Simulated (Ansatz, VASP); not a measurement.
# Be2S in VASP and in Ansatz

The input POSCAR:

```
Be2S
1.0
    3.1575700000      0.0000000000      0.0000000000
    0.0000000000      3.1575700000      0.0000000000
    0.0000000000      0.0000000000      3.9403700000
Be S
2 1
Direct
    0.0000000000      0.5000000000      0.1685400000
    0.5000000000      0.0000000000      0.8314600000
    0.5000000000      0.5000000000      0.5000000000
```

INCAR.step1

```
PREC = Accurate ; ENCUT = 520
EDIFF = 1E-5 ; ISMEAR = -1
SIGMA = 0.05 ; LREAL = F
LASPH = T ; NELM = 80
ALGO = Normal ; ISIF = 2
LWAVE = T ; LCHARG = F
NBANDS = 12 ; GGA = PE
```

The input INCAR.step2:

```
PREC = Accurate ; ENCUT = 520
EDIFF = 1E-7 ; ISMEAR = -1
SIGMA = 0.05 ; LREAL = F
LASPH = T ; NELM = 80
ALGO = Normal ; ISIF = 2
LWAVE = F ; LCHARG = F
GGA = PE ; LHFCALC = T
AEXX = 0.25 ; HFSCREEN = 0.3
PRECFOCK = Normal ; NBANDS = 12
ISTART = 1
```

Contents of KPOINTS:

```
Automatic mesh
0
Gamma
  4 4 4
```

Contents of input:

```
crystal:
  lattice:
    - [3.15757, 0.0, 0.0]
    - [0.0, 3.15757, 0.0]
    - [0.0, 0.0, 3.94037]
  atoms:
    - { symbol: Be, position: [0.0, 0.5, 0.16854] }
    - { symbol: Be, position: [0.5, 0.0, 0.83146] }
    - { symbol: S, position: [0.5, 0.5, 0.5] }
hamiltonian:
  xc: { exchange: pbe, correlation: pbe, exx: { coeff: 0.25, omega: 0.3 } }
  pseudopotentials: { kind: paw }
kpoints:
  mp_grid: { grid: [4, 4, 4] }
scf:
  occupations: { method: fermi_dirac, width: 0.05 }
output:
  forces: true
  stress: true
  eigenvalues: true
```

Alike in both runs: task single point; functional PBE-based screened hybrid; k mesh 4 × 4 × 4; occupations fermi-dirac, width 0.05 eV; no spin polarisation.

|  | VASP | Ansatz |
| --- | --- | --- |
| version | VASP 6.6.1 | Ansatz 0.2.0 |
| potentials or method | VASP PAW PBE potentials, release 64 (Be, S) | Ansatz PAW |
| plane-wave cutoff (eV) | 520 | 420 |
| valence electrons in the cell | 10 | 10 |

```tsv
	VASP	Ansatz	Ansatz less VASP
gap on the k mesh at the Fermi level (eV)	none	none	-
pressure (GPa)	-0.8	-0.7	+0.13
traceless stress, the component that is largest in VASP (GPa)	-1.24	-1.27	-0.033
rms of the force components (eV/Å)	0.090	0.093	+0.0027
```

VASP's potentials were made for PBE, not for PBE-based screened hybrid. Atom by atom the forces differ by 0.003 eV/Å (rms over components). A gap of «none» marks a metal or a gap that the smearing closes. With one functional, cell and mesh, what is left measures potentials, basis and numerics.

The k mesh is coarse, so the values compare programs but aren't converged.
